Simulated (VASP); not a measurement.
# TaAs (Fm-3m) in VASP: further runs

TaAs is run at these levels: LDA, PBE; tasks: single point.

Everything below comes from runs of VASP 6.6.1. Logs are shortened: lines on timing, memory, paths and dates and some standing lists are left out, and cuts for length are marked.

## 1. The cell of the first run

Symmetry: Fm-3m, No. 225, cubic system. Conventional cell: a = 5.266 Å, b = 5.266 Å, c = 5.266 Å, α = 90.00°, β = 90.00°, γ = 90.00°. Ta (site symmetry m-3m) has 6 As at 2.63 Å within 3.5 Å. Within 3.5 Å of As (site symmetry m-3m) lie 6 Ta at 2.63 Å.

## 2. Single point, LDA

Input file INCAR:

```
ALGO = Normal ; EDIFF = 1E-6
ENCUT = 500 ; GGA_COMPAT = False
ISIF = 2 ; ISMEAR = 0
LASPH = True ; LCHARG = False
LREAL = False ; LWAVE = False
NBANDS = 15 ; NELM = 120
PREC = Accurate ; SIGMA = 0.05
```

Input file KPOINTS:

```
k-points
0
Gamma
  12 12 12
```

Input file POSCAR:

```
TaAs
1.0
    0.0000000000      2.6328750318      2.6328750318
    2.6328750318      0.0000000000      2.6328750318
    2.6328750318      2.6328750318      0.0000000000
Ta As
1 1
Direct
    0.5000000000      0.5000000000      0.5000000000
    0.0000000000      0.0000000000      0.0000000000
```

Potentials or basis: VASP PAW LDA potentials, release 64 (Ta_pv, As).

Started as:

```sh
> cat potpaw_LDA.64/Ta_pv/POTCAR potpaw_LDA.64/As/POTCAR > POTCAR
> mpirun -np 1 vasp_std > vasp.out
```

OUTCAR:

```text
EDIFF = 1E-6
   ENCUT = 500
   ISIF = 2
   ISMEAR = 0
   LASPH = True
   LREAL = False
   NELM = 120
   PREC = Accurate

 ion  position               nearest neighbor table
   1  0.500  0.500  0.500-   2 2.63   2 2.63   2 2.63   2 2.63   2 2.63   2 2.63
   2  0.000  0.000  0.000-   1 2.63   1 2.63   1 2.63   1 2.63   1 2.63   1 2.63

  LATTYP: Found a face centered cubic cell.
 ALAT       =     5.2657500636

  Lattice vectors:

 A1 = (   0.0000000000,   2.6328750318,   2.6328750318)
 A2 = (   2.6328750318,   0.0000000000,   2.6328750318)
 A3 = (   2.6328750318,   2.6328750318,   0.0000000000)

Analysis of symmetry for initial positions (statically):
=====================================================================
 Subroutine PRICEL returns:
 Original cell was already a primitive cell.

 Routine SETGRP: Setting up the symmetry group for a
 face centered cubic supercell.

 Subroutine GETGRP returns: Found 48 space group operations
 (whereof 48 operations were pure point group operations)
 out of a pool of 48 trial point group operations.

The static configuration has the point symmetry O_h .

Analysis of symmetry for dynamics (positions and initial velocities):
=====================================================================
 Subroutine PRICEL returns:
 Original cell was already a primitive cell.

 Routine SETGRP: Setting up the symmetry group for a
 face centered cubic supercell.

 Subroutine GETGRP returns: Found 48 space group operations
 (whereof 48 operations were pure point group operations)
 out of a pool of 48 trial point group operations.

The dynamic configuration has the point symmetry O_h .

 Subroutine INISYM returns: Found 48 space group operations
 (whereof 48 operations are pure point group operations),
 and found     1 'primitive' translations

----------------------------------------------------------------------------------------

                                     Primitive cell

  volume of cell :      36.5023

  direct lattice vectors                    reciprocal lattice vectors
     0.000000000  2.632875032  2.632875032    -0.189906469  0.189906469  0.189906469
     2.632875032  0.000000000  2.632875032     0.189906469 -0.189906469  0.189906469
     2.632875032  2.632875032  0.000000000     0.189906469  0.189906469 -0.189906469

  length of vectors
     3.723447578  3.723447578  3.723447578     0.328927653  0.328927653  0.328927653

  position of ions in fractional coordinates (direct lattice)
     0.500000000  0.500000000  0.500000000
     0.000000000  0.000000000  0.000000000

  ion indices of the primitive-cell ions
   primitive index   ion index
                 1           1
                 2           2

----------------------------------------------------------------------------------------

 KPOINTS: k-points

Automatic generation of k-mesh.
 Grid dimensions read from file:
 generate k-points for:   12   12   12

 Generating k-lattice:

  Cartesian coordinates                     Fractional coordinates (reciprocal lattice)
    -0.015825539  0.015825539  0.015825539     0.083333333  0.000000000  0.000000000
     0.015825539 -0.015825539  0.015825539     0.000000000  0.083333333  0.000000000
     0.015825539  0.015825539 -0.015825539     0.000000000  0.000000000  0.083333333

  Length of vectors
     0.027410638  0.027410638  0.027410638

  Shift w.r.t. Gamma in fractional coordinates (k-lattice)
     0.000000000  0.000000000  0.000000000

 Subroutine IBZKPT returns following result:
 ===========================================

 Found     72 irreducible k-points:

 Following reciprocal coordinates:
            Coordinates               Weight
  0.000000  0.000000  0.000000      1.000000
  0.083333  0.000000  0.000000      8.000000
  0.166667  0.000000  0.000000      8.000000
  0.250000  0.000000  0.000000      8.000000
  0.333333  0.000000  0.000000      8.000000
  0.416667  0.000000  0.000000      8.000000
[... 16 lines left out ...]
  0.500000  0.166667  0.000000     24.000000
 -0.416667  0.166667  0.000000     24.000000
 [... further k-points ...]
   k-points           NKPTS =     72   k-points in BZ     NKDIM =     72   number of bands    NBANDS=     15
   number of dos      NEDOS =    301   number of ions     NIONS =      2
   total plane-waves  NPLWV =  21952
   dimension x,y,z NGX =    28 NGY =   28 NGZ =   28
   dimension x,y,z NGXF=    56 NGYF=   56 NGZF=   56
   ions per type =               1   1
   NGX,Y,Z   is equivalent  to a cutoff of  12.50, 12.50, 12.50 a.u.
   NGXF,Y,Z  is equivalent  to a cutoff of  25.00, 25.00, 25.00 a.u.
 SYSTEM =  unknown system
   PREC   = accura    normal or accurate (medium, high low for compatibility)
   ISTART =      0    job   : 0-new  1-cont  2-samecut
   ICHARG =      2    charge: 1-file 2-atom 10-const
   ISPIN  =      1    spin polarized calculation?
   LNONCOLLINEAR =      F non collinear calculations
   LSORBIT =      F    spin-orbit coupling
   LASPH  =      T    aspherical Exc in radial PAW
   ENCUT  =  500.0 eV  36.75 Ry    6.06 a.u.   6.79  6.79  6.79*2*pi/ulx,y,z
   NELM   =    120;   NELMIN=  2; NELMDL= -5     # of ELM steps
   EDIFF  = 0.1E-05   stopping-criterion for ELM
   LREAL  =      F    real-space projection
   EDIFFG = 0.1E-04   stopping-criterion for IOM
   NSW    =      0    number of steps for IOM
   IBRION =     -1    ionic relax: 0-MD 1-quasi-New 2-CG
   NFREE  =      0    steps in history (QN), initial steepest desc. (CG)
   ISIF   =      2    stress and relaxation
   ISYM   =      2    0-nonsym 1-usesym 2-fastsym
   POTIM  = 0.5000    time-step for ionic-motion
   TEBEG  =    0.0;   TEEND  =   0.0 temperature during run
   PSTRESS=    0.0 pullay stress
   NELECT =      16.0000    total number of electrons
   NUPDOWN=      -1.0000    fix difference up-down
   EMIN   =  10.00;   EMAX   =-10.00  energy-range for DOS
   EFERMI =   0.00;   METHOD = LEGACY
   ISMEAR =     0;   SIGMA  =   0.05  broadening in eV -4-tet -1-fermi 0-gaus
   EFERMI_NEDOS =   21; number of points for ismear=-14 and -15
   IALGO  =     38    algorithm
   IMIX   =      4    mixing-type and parameters
     AMIX     =   0.40;   BMIX     =  1.00
     AMIX_MAG =   1.60;   BMIX_MAG =  1.00
  volume/ion in A,a.u.               =      18.25       123.16
  Fermi-wavevector in a.u.,A,eV,Ry     =   1.243582  2.350030 21.041373  1.546497
  Thomas-Fermi vector in A             =   2.377887
   LORBIT       =      0    0 simple, 1 ext, 2 COOP (PROOUT), +10 PAW based schemes
   GGA     = CA    functional components
   LHFCALC =     F    Hartree Fock is set to
   AEXX    =    0.0000 exact exchange contribution
   IVDW    =     0    specifies the selected vdW correction
   LEPSILON=     F    determine dielectric tensor
   LRPA    =     F    only Hartree local field effects (RPA)
 non-spin polarized calculation
 Gauss-broadening in eV      SIGMA  =   0.05
  energy-cutoff  :      500.00
  volume of cell :       36.50
 maximum number of plane-waves:       944
   NGX = 13   NGY = 13   NGZ = 13

 number of electron      15.9999999 magnetization

 Free energy of the ion-electron system (eV)
  ---------------------------------------------------
  ext. energy  EPLUGINS =         0.00000000
  ---------------------------------------------------
  free energy    TOTEN  =       -18.25957070 eV

  energy without entropy =      -18.25674263  energy(sigma->0) =      -18.25815667

 E-fermi :   7.1429     XC(G=0): -11.8084

 val. band max:        7.1364394239   @ k =  -0.3333   0.0833   0.0000
 cond. band min:       7.1521150000   @ k =   0.3333   0.1667   0.0833
 fundamental gap:      0.0156755761
 Fermi energy:         7.1428578579

 k-point     1 :       0.0000    0.0000    0.0000
  band No.  band energies     occupation
      1     -28.2241      2.00000
      2     -28.2241      2.00000
      3     -28.2241      2.00000
      4      -7.0493      2.00000
      5       5.5458      2.00000
      6       5.5458      2.00000
      7       5.5458      2.00000
      8       6.2630      2.00000
      9       6.2630      2.00000
     10       6.7200      2.00000
     11       6.7200      2.00000
     12       6.7200      2.00000
     13      10.7858      0.00000
     14      14.6048      0.00000
     15      18.9363      0.00000

 k-point     2 :       0.0833    0.0000    0.0000
  band No.  band energies     occupation
      1     -28.2329      2.00000
      2     -28.2248      2.00000
      3     -28.2248      2.00000
      4      -6.9338      2.00000
      5       4.8930      2.00000
      6       5.1779      2.00000
      7       5.1779      2.00000
      8       5.8145      2.00000
      9       5.8145      2.00000
     10       6.7683      2.00000
     11       7.8035      0.00000
     12       7.8035      0.00000
     13      11.4438      0.00000
     14      14.8663      0.00000
     15      18.9336      0.00000

 k-point     3 :       0.1667    0.0000    0.0000
  band No.  band energies     occupation
      1     -28.2570      2.00000
      2     -28.2268      2.00000
      3     -28.2268      2.00000
      4      -6.5971      2.00000
      5       3.5685      2.00000
      6       4.2641      2.00000
      7       4.2641      2.00000
      8       6.0852      2.00000
      9       6.0852      2.00000
     10       6.8547      2.00000
     11       9.2260      0.00000
     12       9.2260      0.00000
     13      12.7687      0.00000
     14      15.3539      0.00000
     15      18.0556      0.00000

 k-point     4 :       0.2500    0.0000    0.0000
  band No.  band energies     occupation
      1     -28.2896      2.00000
      2     -28.2295      2.00000
      3     -28.2295      2.00000
      4      -6.0707      2.00000
      5       2.1389      2.00000
      6       3.5014      2.00000
      7       3.5014      2.00000
      8       6.5706      2.00000
      9       6.5706      2.00000
     10       7.0477      1.99287
     11      10.7167      0.00000
     12      10.7167      0.00000
     13      13.2655      0.00000
     14      15.7302      0.00000
     15      17.1723      0.00000
[... 307 lines left out ...]
 k-point    22 :       0.4167    0.1667    0.0000
  band No.  band energies     occupation
      1     -28.3249      2.00000
      2     -28.2480      2.00000
      3     -28.2452      2.00000
      4      -5.1324      2.00000
      5       0.6342      2.00000
      6       2.6239      2.00000
      7       3.2350      2.00000
      8       6.2184      2.00000
      9       7.8881      0.00000
     10       8.3226      0.00000
     11      10.5038      0.00000
     12      11.3869      0.00000
     13      13.3234      0.00000
     14      14.5575      0.00000
     15      16.4066      0.00000

 k-point    23 :       0.5000    0.1667    0.0000
  band No.  band energies     occupation
      1     -28.3394      2.00000
      2     -28.2541      2.00000
      3     -28.2437      2.00000
      4      -4.7039      2.00000
      5       0.0500      2.00000
      6       2.3782      2.00000
      7       2.8600      2.00000
      8       6.8590      2.00000
      9       8.0829      0.00000
     10       8.3439      0.00000
     11      10.9379      0.00000
     12      11.3634      0.00000
     13      12.8432      0.00000
     14      15.0357      0.00000
     15      16.3370      0.00000

 k-point    24 :      -0.4167    0.1667    0.0000
  band No.  band energies     occupation
      1     -28.3407      2.00000
      2     -28.2589      2.00000
      3     -28.2400      2.00000
      4      -4.5997      2.00000
      5      -0.1051      2.00000
      6       2.3873      2.00000
      7       2.6729      2.00000
      8       7.5628      0.00000
      9       7.7916      0.00000
     10       8.0690      0.00000
     11      10.8665      0.00000
     12      11.8349      0.00000
     13      12.5013      0.00000
     14      15.6357      0.00000
     15      16.2307      0.00000

 [... further k-points ...]
[... 5 lines left out ...]
  --------------------------------------------------------------------------------------
  -------------------------------------------------------------------------------------
  Total       -1.8121416     -1.8121416     -1.8121416      0.0000000      0.0000000      0.0000000
  in kB      -79.5393398    -79.5393398    -79.5393398      0.0000000      0.0000000      0.0000000
  external PRESSURE =     -79.5393398 kB  Pullay stress =       0.0000000 kB

 VOLUME and BASIS-vectors are now :
 -----------------------------------------------------------------------------
  energy-cutoff  :      500.00
  volume of cell :       36.50
      direct lattice vectors                 reciprocal lattice vectors
     0.000000000  2.632875032  2.632875032    -0.189906469  0.189906469  0.189906469
     2.632875032  0.000000000  2.632875032     0.189906469 -0.189906469  0.189906469
     2.632875032  2.632875032  0.000000000     0.189906469  0.189906469 -0.189906469

 POSITION                                       TOTAL-FORCE (eV/Angst)
 -----------------------------------------------------------------------------------
      2.63288      2.63288      2.63288         0.000000     -0.000000     -0.000000
      0.00000      0.00000      0.00000        -0.000000      0.000000      0.000000
 -----------------------------------------------------------------------------------
    total drift:                                0.000000      0.000000      0.000000

  FREE ENERGIE OF THE ION-ELECTRON SYSTEM (eV)
  ---------------------------------------------------
  free  energy   TOTEN  =       -18.2595707039 eV

  energy  without entropy=      -18.2567426332  energy(sigma->0) =      -18.25815667
```

Wall time 52 s (1 thread of Intel Xeon 8259CL, shared host); peak memory 0.17 GiB.

What came out:

```yaml
Free_energy: -18.2596 eV
Pressure: -8.0 GPa
Band_gap_on_the_k_mesh: zero (bands 8 and 9 overlap by 2.13 eV)
```

Caveat: the cell stands under tension; spin-orbit coupling is left out, which moves the levels of the heavy elements.

## 3. Single point, PBE (18.62 Å³/atom)

This run uses another cell than the first one, of 18.62 Å³/atom.

Input file INCAR:

```
SYSTEM = TaAs
  PREC = Accurate
  ENCUT = 500
  EDIFF = 1E-6
  ISMEAR = 0
  SIGMA = 0.05
  LREAL = .FALSE.
  LASPH = .TRUE.
  NELM = 120
  ALGO = Normal
  ISIF = 2
  LWAVE = .FALSE.
  LCHARG = .FALSE.
  GGA = PE
  NBANDS = 15
  GGA_COMPAT = .FALSE.
```

Input file KPOINTS:

```
regular mesh
0
G
  12 12 12
  0 0 0
```

Input file POSCAR:

```
TaAs
1.0
    0.0000000000      2.6503117984      2.6503117984
    2.6503117984      0.0000000000      2.6503117984
    2.6503117984      2.6503117984      0.0000000000
Ta As
1 1
Direct
    0.5000000000      0.5000000000      0.5000000000
    0.0000000000      0.0000000000      0.0000000000
```

Potentials or basis: VASP PAW PBE potentials, release 64 (Ta_pv, As).

Started as:

```sh
> cat potpaw_PBE.64/Ta_pv/POTCAR potpaw_PBE.64/As/POTCAR > POTCAR
> mpirun -np 1 vasp_std > vasp.out
```

It took 51 s on 1 thread of Intel Xeon 8259CL, shared host; peak memory 0.18 GiB.

Results (log left out):

```
Free energy            : -16.4096 eV
Pressure               : -2.6 GPa
Band gap on the k mesh : zero (bands 8 and 9 overlap by 2.11 eV)
```

Levels at points of the mesh, in eV from the Fermi level:
```tsv
k point	band 5	band 6	band 7	band 8	band 9	band 10	band 11	band 12
(0.00, 0.00, 0.00)	-1.55	-1.55	-1.55	-0.87	-0.87	-0.48	-0.48	-0.48
(0.50, 0.00, 0.00)	-7.73	-4.59	-4.59	0.81	0.81	1.25	2.76	6.21
(0.50, 0.50, 0.00)	-5.44	-3.43	-2.47	-2.47	0.20	0.91	1.58	1.58
```

Caveat: spin-orbit coupling is left out, which moves the levels of the heavy elements.

[end of part 1 of 2]

The gap in the log of VASP goes by the Fermi energy; the results here count the filled bands.